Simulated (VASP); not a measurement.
# Ni (Fm-3m) in VASP: notebook, part 2 of 2

VASP 6.6.1. Earlier steps stand in the parts before.

**4. Relaxation of cell and atoms, PBE, collinear spin, ferromagnetic start**

Contents of INCAR:

```
PREC = Accurate ; ENCUT = 600
EDIFF = 1E-7 ; ISMEAR = 0
SIGMA = 0.1 ; LREAL = F
LASPH = T ; NELM = 150
ALGO = Normal ; ISIF = 3
LWAVE = F ; LCHARG = F
ISPIN = 2 ; MAGMOM = 0.77
LORBIT = 11 ; LMAXMIX = 4
GGA = PE ; IBRION = 2
NSW = 100 ; EDIFFG = -0.01
```

Contents of KPOINTS:

```
Automatic mesh
0
Gamma
  26 26 26
```

Contents of POSCAR:

```
Ni
1.0
    0.0000000000      1.7586199223      1.7586199223
    1.7586199223      0.0000000000      1.7586199223
    1.7586199223      1.7586199223      0.0000000000
Ni
1
Direct
    0.5000000000      0.5000000000      0.5000000000
```

Potentials or basis: VASP PAW PBE potentials, release 64 (Ni).

Launch:

```console
$ cat potpaw_PBE.64/Ni/POTCAR > POTCAR
$ mpirun -np 1 vasp_std > vasp.out
```

OUTCAR:

```text
PREC = Accurate
   ENCUT = 600
   EDIFF = 1E-7
   ISMEAR = 0
   LREAL = F
   LASPH = T
   NELM = 150
   ISIF = 3
   ISPIN = 2
   LORBIT = 11
   GGA = PE
   IBRION = 2
   NSW = 100
   EDIFFG = -0.01

 ion  position               nearest neighbor table
   1  0.500  0.500  0.500-

  LATTYP: Found a face centered cubic cell.
 ALAT       =     3.5172398446

  Lattice vectors:

 A1 = (   0.0000000000,   1.7586199223,   1.7586199223)
 A2 = (   1.7586199223,   0.0000000000,   1.7586199223)
 A3 = (   1.7586199223,   1.7586199223,   0.0000000000)

Analysis of symmetry for initial positions (statically):
=====================================================================
 Subroutine PRICEL returns:
 Original cell was already a primitive cell.

 Routine SETGRP: Setting up the symmetry group for a
 face centered cubic supercell.

 Subroutine GETGRP returns: Found 48 space group operations
 (whereof 48 operations were pure point group operations)
 out of a pool of 48 trial point group operations.

The static configuration has the point symmetry O_h .

Analysis of symmetry for dynamics (positions and initial velocities):
=====================================================================
 Subroutine PRICEL returns:
 Original cell was already a primitive cell.

 Routine SETGRP: Setting up the symmetry group for a
 face centered cubic supercell.

 Subroutine GETGRP returns: Found 48 space group operations
 (whereof 48 operations were pure point group operations)
 out of a pool of 48 trial point group operations.

The dynamic configuration has the point symmetry O_h .

Analysis of structural, dynamic, and magnetic symmetry:
=====================================================================
 Subroutine PRICEL returns:
 Original cell was already a primitive cell.

 Routine SETGRP: Setting up the symmetry group for a
 face centered cubic supercell.

 Subroutine GETGRP returns: Found 48 space group operations
 (whereof 48 operations were pure point group operations)
 out of a pool of 48 trial point group operations.

The overall configuration has the point symmetry O_h .

 Subroutine INISYM returns: Found 48 space group operations
 (whereof 48 operations are pure point group operations),
 and found     1 'primitive' translations

----------------------------------------------------------------------------------------

                                     Primitive cell

  volume of cell :      10.8779

  direct lattice vectors                    reciprocal lattice vectors
     0.000000000  1.758619922  1.758619922    -0.284313850  0.284313850  0.284313850
     1.758619922  0.000000000  1.758619922     0.284313850 -0.284313850  0.284313850
     1.758619922  1.758619922  0.000000000     0.284313850  0.284313850 -0.284313850

  length of vectors
     2.487064145  2.487064145  2.487064145     0.492446033  0.492446033  0.492446033

  position of ions in fractional coordinates (direct lattice)
     0.500000000  0.500000000  0.500000000

  ion indices of the primitive-cell ions
   primitive index   ion index
                 1           1

----------------------------------------------------------------------------------------

 KPOINTS: Automatic mesh

Automatic generation of k-mesh.
 Grid dimensions read from file:
 generate k-points for:   26   26   26

 Generating k-lattice:
[... 66 lines left out ...]
   IBRION =      2    ionic relax: 0-MD 1-quasi-New 2-CG
   NFREE  =      1    steps in history (QN), initial steepest desc. (CG)
   ISIF   =      3    stress and relaxation
   ISYM   =      2    0-nonsym 1-usesym 2-fastsym
   POTIM  = 0.5000    time-step for ionic-motion
   TEBEG  =    0.0;   TEEND  =   0.0 temperature during run
   PSTRESS=    0.0 pullay stress
   NELECT =      10.0000    total number of electrons
   NUPDOWN=      -1.0000    fix difference up-down
   EMIN   =  10.00;   EMAX   =-10.00  energy-range for DOS
   EFERMI =   0.00;   METHOD = LEGACY
   ISMEAR =     0;   SIGMA  =   0.10  broadening in eV -4-tet -1-fermi 0-gaus
   EFERMI_NEDOS =   21; number of points for ismear=-14 and -15
   IALGO  =     38    algorithm
   IMIX   =      4    mixing-type and parameters
     AMIX     =   0.40;   BMIX     =  1.00
     AMIX_MAG =   1.60;   BMIX_MAG =  1.00
  volume/ion in A,a.u.               =      10.88        73.41
  Fermi-wavevector in a.u.,A,eV,Ry     =   1.591816  3.008096 34.475502  2.533878
  Thomas-Fermi vector in A             =   2.690298
   LORBIT       =     11    0 simple, 1 ext, 2 COOP (PROOUT), +10 PAW based schemes
   GGA     = PE    functional components
   LHFCALC =     F    Hartree Fock is set to
   AEXX    =    0.0000 exact exchange contribution
   IVDW    =     0    specifies the selected vdW correction
   LEPSILON=     F    determine dielectric tensor
   LRPA    =     F    only Hartree local field effects (RPA)
 conjugate gradient relaxation of ions
 spin polarized calculation
 Gauss-broadening in eV      SIGMA  =   0.10
  energy-cutoff  :      600.00
  volume of cell :       10.88
 maximum number of plane-waves:       376
   NGX =  9   NGY =  9   NGZ =  9

 number of electron      10.0000009 magnetization       0.6251557

 Free energy of the ion-electron system (eV)
  ---------------------------------------------------
  ext. energy  EPLUGINS =         0.00000000
  ---------------------------------------------------
  free energy    TOTEN  =        -5.47407323 eV

  energy without entropy =       -5.46492355  energy(sigma->0) =       -5.46949839

 E-fermi :   9.3815     XC(G=0): -13.2565

 val. band max:        9.3797862957   @ k =  -0.3846   0.1538   0.0385
 cond. band min:       9.3823154372   @ k =  -0.1538   0.2692   0.1154
 fundamental gap:      0.0025291414
 Fermi energy:         9.3815237952

 spin component 1

 k-point     1 :       0.0000    0.0000    0.0000
  band No.  band energies     occupation
      1       0.3679      1.00000
      2       6.9431      1.00000
      3       6.9431      1.00000
      4       6.9431      1.00000
      5       8.1227      1.00000
      6       8.1227      1.00000
      7      33.1050      0.00000
      8      36.9667      0.00000
      9      36.9667      0.00000
[... 265 lines left out ...]
 k-point    24 :       0.3846    0.0385    0.0000
  band No.  band energies     occupation
      1       4.2093      1.00000
      2       7.0277      1.00000
      3       7.0754      1.00000
      4       7.3064      1.00000
      5       8.6214      1.00000
      6       8.6251      1.00000
      7      18.2906      0.00000
      8      31.8234      0.00000
      9      33.0593      0.00000

 [... further k-points ...]

 spin component 2

 k-point     1 :       0.0000    0.0000    0.0000
  band No.  band energies     occupation
      1       0.3320      1.00000
      2       7.6974      1.00000
      3       7.6974      1.00000
      4       7.6974      1.00000
      5       8.7054      1.00000
      6       8.7054      1.00000
      7      32.9403      0.00000
      8      36.9467      0.00000
      9      36.9467      0.00000
[... 265 lines left out ...]
 k-point    24 :       0.3846    0.0385    0.0000
  band No.  band energies     occupation
      1       4.4377      1.00000
      2       7.6093      1.00000
      3       7.6968      1.00000
      4       7.7115      1.00000
      5       9.3184      0.81414
      6       9.3551      0.64565
      7      18.5413      0.00000
      8      31.7040      0.00000
      9      33.1466      0.00000

 [... further k-points ...]

------------------------ aborting loop because EDIFF is reached ----------------------------------------

  FORCE on cell =-STRESS in cart. coord.  units (eV):
  Direction    XX          YY          ZZ          XY          YZ          ZX
  --------------------------------------------------------------------------------------
  -------------------------------------------------------------------------------------
  Total        0.0067014      0.0067014      0.0067014      0.0000000      0.0000000     -0.0000000
  in kB        0.9870230      0.9870230      0.9870230      0.0000000      0.0000000     -0.0000000
  external PRESSURE =       0.9870230 kB  Pullay stress =       0.0000000 kB

 VOLUME and BASIS-vectors are now :
 -----------------------------------------------------------------------------
  energy-cutoff  :      600.00
  volume of cell :       10.88
      direct lattice vectors                 reciprocal lattice vectors
     0.000000000  1.758619922  1.758619922    -0.284313850  0.284313850  0.284313850
     1.758619922  0.000000000  1.758619922     0.284313850 -0.284313850  0.284313850
     1.758619922  1.758619922  0.000000000     0.284313850  0.284313850 -0.284313850

 POSITION                                       TOTAL-FORCE (eV/Angst)
 -----------------------------------------------------------------------------------
      1.75862      1.75862      1.75862        -0.000000     -0.000000      0.000000
 -----------------------------------------------------------------------------------
    total drift:                                0.000000      0.000000      0.000000

  FREE ENERGIE OF THE ION-ELECTRON SYSTEM (eV)
  ---------------------------------------------------
  free  energy   TOTEN  =        -5.4740732273 eV

  energy  without entropy=       -5.4649235541  energy(sigma->0) =       -5.46949839

 reached required accuracy - stopping structural energy minimisation

 total charge

# of ion       s       p       d       tot
------------------------------------------
    1        0.498   0.498   8.315   9.310

 magnetization (x)

# of ion       s       p       d       tot
------------------------------------------
    1       -0.007  -0.025   0.669   0.637
```

Wall time 45 s (1 thread of Intel Xeon 6975P-C (Granite Rapids), shared host); peak memory 0.22 GiB.

What came out:

```yaml
Free_energy: -5.4741 eV
Pressure_after_relaxing: 0.1 GPa
Net_moment: 0.63 μB per cell
Site_moments: Ni +0.64 μB
Valence_electrons_inside_the_program's_atomic_spheres: Ni 9.31
```

Final structure:
```xyz
1
Lattice="0.0000 1.7586 1.7586 1.7586 0.0000 1.7586 1.7586 1.7586 0.0000" Properties=species:S:1:pos:R:3 pbc="T T T"
Ni    1.7586    1.7586    1.7586
```

Levels at points of the mesh, in eV from the Fermi level:
Spin up:
```csv
k point,band 3,band 4,band 5,band 6,band 7,band 8
"(0.00, 0.00, 0.00)",-2.44,-2.44,-1.26,-1.26,23.72,27.59
"(0.50, 0.00, 0.00)",-2.42,-0.61,-0.61,-0.29,5.66,22.21
"(0.50, 0.50, 0.00)",-0.55,-0.48,-0.48,2.45,9.22,14.82
```
Spin down:
```
           k point  band 2  band 3  band 4  band 5  band 6  band 7  band 8  band 9
(0.00, 0.00, 0.00)   -1.68   -1.68   -1.68   -0.68   -0.68   23.56   27.57   27.57
(0.50, 0.00, 0.00)   -1.80   -1.80   -0.36    0.15    0.15    6.08   22.07   24.76
(0.50, 0.50, 0.00)   -3.58    0.06    0.39    0.39    2.40    9.46   14.83   14.83
```

Caveat: the relaxation stopped at its first step, so nothing moved.

**5. Relaxation of cell and atoms, PBE**

This run uses another cell than the first one, of 10.81 Å³/atom.

Contents of INCAR:

```
PREC = Accurate
ENCUT = 600
EDIFF = 1E-6
ISMEAR = 0
SIGMA = 0.1
LREAL = F
LASPH = T
NELM = 60
ALGO = Normal
ISIF = 3
LWAVE = F
LCHARG = F
GGA = PE
IBRION = 2
NSW = 100
EDIFFG = -0.01
```

KPOINTS is that of step 4.

Contents of POSCAR:

```
Ni
1.0
    0.0000000000      1.7549205481      1.7549205481
    1.7549205481      0.0000000000      1.7549205481
    1.7549205481      1.7549205481      0.0000000000
Ni
1
Direct
    0.0000000000      0.0000000000      0.0000000000
```

Launch:

```console
$ cat potpaw_PBE.64/Ni/POTCAR > POTCAR
$ mpirun -np 1 vasp_std > vasp.out
```

Run time: 1.7 min. Hardware: 1 thread of Intel Xeon 8259CL, shared host; peak memory 0.19 GiB.

Results (log left out):

- Free energy: -5.4224 eV
- Relaxed volume: 10.82 Å³/atom
- Relaxed cell: a = 2.483 Å, b = 2.483 Å, c = 2.483 Å, α = 60.00°, β = 60.00°, γ = 60.00°
- Space group after relaxing (to 0.1 Å): Fm-3m (No. 225)
- Energy gained by relaxing: 0.0 meV/atom
- Ionic steps: 3
- Pressure after relaxing: 0.0 GPa
- Band gap on the k mesh: zero (bands 5 and 6 overlap by 0.97 eV)

Final structure:
```
Ni
1.0
     0.00000    1.75543    1.75543
     1.75543    0.00000    1.75543
     1.75543    1.75543    0.00000
Ni
1
Direct
  0.00000 0.00000 0.00000
```

Levels at points of the mesh, in eV from the Fermi level:
| k point | band 3 | band 4 | band 5 | band 6 | band 7 | band 8 |
| --- | --- | --- | --- | --- | --- | --- |
| (0.00, 0.00, 0.00) | -1.86 | -1.86 | -0.75 | -0.75 | 23.88 | 27.86 |
| (0.50, 0.00, 0.00) | -1.91 | -0.14 | -0.01 | -0.01 | 6.11 | 22.37 |
| (0.50, 0.50, 0.00) | -0.03 | 0.17 | 0.17 | 2.62 | 9.59 | 15.07 |

Caveat: the run has no spin polarisation, though such a crystal can be magnetic. Spin polarisation is off, so any magnetic state and its effect on volume and gap are missing.

**6. The runs side by side**

| task | spin | cell | k mesh | cutoff (eV) | gap on the mesh (eV) | pressure (GPa) | moment (μB) |
| --- | --- | --- | --- | --- | --- | --- | --- |
| single point | collinear, ferromagnetic start | a = 2.488 Å, angles 60.0°, 1 atom | 20 × 20 × 20 | 520 | none | -0.1 | 0.63 |
| relaxation of cell and atoms | collinear, ferromagnetic start | relaxed from a = 2.487 Å, angles 60.0°, 1 atom | 20 × 20 × 20 | 600 | none | 0.1 | 0.63 |
| relaxation of cell and atoms | collinear, ferromagnetic start | relaxed from a = 2.487 Å, angles 60.0°, 1 atom | 26 × 26 × 26 | 600 | none | 0.1 | 0.63 |
| relaxation of cell and atoms | off | relaxed from a = 2.482 Å, angles 60.0°, 1 atom | 26 × 26 × 26 | 600 | none | 0.0 | - |

Alike in all rows: level PBE; potentials or basis VASP PAW PBE potentials, release 64 (Ni); smearing gaussian 0.1 eV.

Caveats: the relaxation stopped at its first step, so nothing moved (at least some runs).

Total energies depend on the potentials used, so only differences within one code and one set of settings carry meaning.
